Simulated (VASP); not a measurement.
Ru:

```
Ru
1.0
     2.70580    0.00000    0.00000
    -1.35290    2.34329    0.00000
     0.00000    0.00000    4.28190
Ru
2
Direct
  0.33333 0.66667 0.25000
  0.66667 0.33333 0.75000
```

* Program: VASP 6.6.1
* Task: relaxation of cell and atoms
* Functional: PBEsol
* Potentials or basis: VASP PAW PBE potentials, release 64 (Ru_pv)
* Cutoff: 600 eV
* k mesh: 18 × 18 × 10
* Occupations: gaussian, width 0.1 eV
* Spin: no spin polarisation

At the start: pressure -6.4 GPa; volume 13.57 Å³/atom.

**Question.** How do energy, volume and symmetry change on relaxing?

**Answer.** Over 7 steps the energy falls by 5.3 meV/atom and the volume is 13.32 Å³/atom (-1.9 %); space group P6_3/mmc (No. 194, to 0.1 Å) before and after.

The path:
```tsv
step	energy change (eV)	largest force (eV/Å)	pressure (GPa)	volume (Å³)
1	0.0000	0.0000	-6.43	27.15
2	0.1031	0.0000	24.61	25.06
3	-0.0107	0.0000	-0.12	26.64
4	-0.0107	0.0000	-0.03	26.63
5	-0.0107	0.0000	0.11	26.62
6	-0.0107	0.0000	-0.27	26.65
7	-0.0107	0.0000	-0.01	26.63
```

Final structure:
```xyz
2
Lattice="2.6892 0.0000 0.0000 -1.3446 2.3289 0.0000 0.0000 0.0000 4.2521" Properties=species:S:1:pos:R:3 pbc="T T T"
Ru    0.0000    1.5526    1.0630
Ru    1.3446    0.7763    3.1891
```

Caveat: the PAW data sets were made with another functional, which shifts forces and pressure a little.
